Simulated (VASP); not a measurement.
Here is a VASP 6.6.1 calculation.

The input INCAR:

```
SYSTEM = BP
PREC     = Accurate       ! precision mode
ENCUT    = 520            ! plane-wave cutoff, eV
EDIFF    = 1E-7           ! SCF threshold, eV
ISMEAR   = -1             ! smearing method
SIGMA    = 0.1            ! smearing width, eV
LREAL    = .False.        ! projectors in reciprocal space
LASPH    = .True.         ! aspherical terms in the spheres
NELM     = 80             ! most SCF steps
ALGO     = Normal         ! electronic algorithm
ISIF     = 2              ! what is computed and relaxed
LWAVE    = .False.        ! write WAVECAR
LCHARG   = .False.        ! write CHGCAR
GGA      = PS             ! functional
NBANDS   = 11             ! bands
```

KPOINTS

```
regular mesh
0
Gamma
  15 15 15
  0 0 0
```

POSCAR

```
BP
1.0
    0.0000000000      1.9224815041      1.9224815041
    1.9224815041      0.0000000000      1.9224815041
    1.9224815041      1.9224815041      0.0000000000
B P
1 1
Direct
    0.0000000000      0.0000000000      0.0000000000
    0.5000000000      0.5000000000      0.5000000000
```

Potentials or basis: VASP PAW PBE potentials, release 64 (B, P).

The run is started by

```bash
$ cat potpaw_PBE.64/B/POTCAR potpaw_PBE.64/P/POTCAR > POTCAR
$ mpirun -np 1 vasp_std > vasp.out
```

Q: Estimate the band gap on the k mesh.

A: Zero (band 4 reaches 16.35 eV, above the bottom of band 5 at 13.63 eV).

Q: Predict the pressure.

A: 102.3 GPa.

Caveat: the PAW data sets were made with another functional, which shifts forces and pressure a little.
